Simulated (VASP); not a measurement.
**KHfS2: relaxation of cell and atoms with PBE**

The system is KHfS2.

```
CELL_PARAMETERS angstrom
3.64421 0.00000 0.00000
-1.82210 3.15598 0.00000
0.00000 0.00000 7.66877
ATOMIC_POSITIONS crystal
K 0.00000 0.00000 0.50000
Hf 0.66667 0.33333 0.00000
S 0.33333 0.66667 0.20224
S 0.33333 0.66667 0.79776
```

```json
{"Program": "VASP 6.6.1", "Task": "relaxation of cell and atoms", "Functional": "PBE", "Potentials or basis": "VASP PAW PBE potentials, release 64 (K_sv, Hf_pv, S)", "Cutoff": "600 eV", "k mesh": "12 × 12 × 6", "Occupations": "gaussian, width 0.1 eV", "Spin": "no spin polarisation", "Dipole correction": "no", "Further INCAR settings": "ALGO = Normal; EDIFF = 1e-07; IBRION = 2; EDIFFG = -0.01; NSW = 100; ISIF = 3"}
```

The relaxed volume is 22.00 Å³/atom and the relaxed cell is a = 3.638 Å, b = 3.638 Å, c = 7.677 Å, α = 90.00°, β = 90.00°, γ = 120.00°. The space group after relaxing (to 0.1 Å) is P-6m2 (No. 187), the energy gained by relaxing is 0.1 meV/atom and the ionic steps are 6. The pressure after relaxing is 0.0 GPa and the largest force after relaxing is 0.006 eV/Å. The band gap on the k mesh is zero (an odd number of electrons rules out a gap without spin polarisation).

Forces on the atoms (eV/Å):
```
K    0.000  0.000  0.000
Hf   0.000  0.000  0.000
S    0.000  0.000 -0.006
S    0.000  0.000  0.006
```

Step by step:
| step | energy change (eV) | largest force (eV/Å) | pressure (GPa) | volume (Å³) |
| --- | --- | --- | --- | --- |
| 1 | 0.0000 | 0.0675 | -0.28 | 88.20 |
| 2 | -0.0003 | 0.0177 | 0.24 | 87.71 |
| 3 | -0.0004 | 0.0144 | 0.05 | 87.89 |
| 4 | -0.0004 | 0.0155 | 0.04 | 87.90 |
| 5 | -0.0005 | 0.0119 | 0.03 | 87.93 |
| 6 | -0.0005 | 0.0065 | 0.01 | 87.99 |

Final structure:
```xyz
4
Lattice="3.6380 0.0000 0.0000 -1.8190 3.1506 0.0000 0.0000 0.0000 7.6766" Properties=species:S:1:pos:R:3 pbc="T T T"
K     0.0000    0.0000    3.8383
Hf    1.8190    1.0502    0.0000
S     0.0000    2.1004    1.5483
S     0.0000    2.1004    6.1283
```

Levels at points of the mesh, in eV from the Fermi level:
```tsv
k point	band 11	band 12	band 13	band 14	band 15	band 16	band 17	band 18	band 19
(0.00, 0.00, 0.00)	-3.14	-3.14	-2.33	-2.33	-2.16	0.47	1.99	2.46	2.46
(0.50, 0.00, 0.00)	-4.69	-4.61	-3.51	-2.64	-2.47	-0.50	2.99	3.03	3.42
(0.00, 0.00, 0.50)	-3.14	-3.14	-3.14	-2.34	-2.34	1.30	2.60	2.60	2.60
(0.50, 0.00, 0.50)	-4.76	-4.69	-3.45	-2.74	-2.72	-0.29	2.52	3.36	3.48
```

It took 4.6 min on 1 thread of Intel(R) Xeon(R) 6975P-C (Granite Rapids), with other jobs on the host, peak memory 0.36 GiB.

Caveat: spin-orbit coupling is left out, which moves the levels of the heavy elements.
